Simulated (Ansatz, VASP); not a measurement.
# Two plane-wave programs on Mg2Si

INCAR

```
PREC = Accurate
ENCUT = 600
EDIFF = 1E-6
ISMEAR = 0
SIGMA = 0.1
LREAL = F
LASPH = T
NELM = 120
ALGO = Normal
ISIF = 2
LWAVE = F
LCHARG = F
GGA = PE
NBANDS = 11
GGA_COMPAT = F
```

KPOINTS

```
Automatic mesh
0
Gamma
  4 4 4
```

File POSCAR:

```
Mg2Si
1.0
    0.0000000000      3.1698179195      3.1698179195
    3.1698179195      0.0000000000      3.1698179195
    3.1698179195      3.1698179195      0.0000000000
Mg Si
2 1
Direct
    0.2500000000      0.2500000000      0.2500000000
    0.7500000000      0.7500000000      0.7500000000
    0.0000000000      0.0000000000      0.0000000000
```

Input for Ansatz:

```yaml
crystal:
  lattice:
    - [0.0, 3.1698179195, 3.1698179195]
    - [3.1698179195, 0.0, 3.1698179195]
    - [3.1698179195, 3.1698179195, 0.0]
  atoms:
    - { symbol: Mg, position: [0.25, 0.25, 0.25] }
    - { symbol: Mg, position: [0.75, 0.75, 0.75] }
    - { symbol: Si, position: [0.0, 0.0, 0.0] }
basis:
  ecutwfc: 420
kpoints:
  mp_grid: { grid: [4, 4, 4] }
hamiltonian:
  xc: pbe
scf:
  occupations: { method: gaussian, width: 0.1 }
output:
  forces: true
  stress: true
  eigenvalues: true
```

Alike in both runs: task single point; functional PBE; k mesh 4 × 4 × 4; occupations gaussian, width 0.1 eV; no spin polarisation.

```csv
,VASP,Ansatz
version,VASP 6.6.1,Ansatz 0.2.0
potentials or method,"VASP PAW PBE potentials, release 64 (Mg, Si), cutoff 600 eV","scalar-relativistic, plane waves, PAW"
valence electrons in the cell,8,24
```

VASP gave:

| Property | Result |
| --- | --- |
| gap on the k mesh at the Fermi level (eV) | 0.17 |
| least direct gap on the mesh (eV) | 1.90 |
| pressure (GPa) | 0.5 |

Which values does Ansatz return?

gap on the k mesh at the Fermi level (eV): 0.17; least direct gap on the mesh (eV): 1.90; pressure (GPa): 0.6.

VASP's potentials hold 8 valence electrons a cell and Ansatz's 24, so a difference there can come from the potentials and not from the codes.

The k mesh is coarse, so the values compare programs but aren't converged.
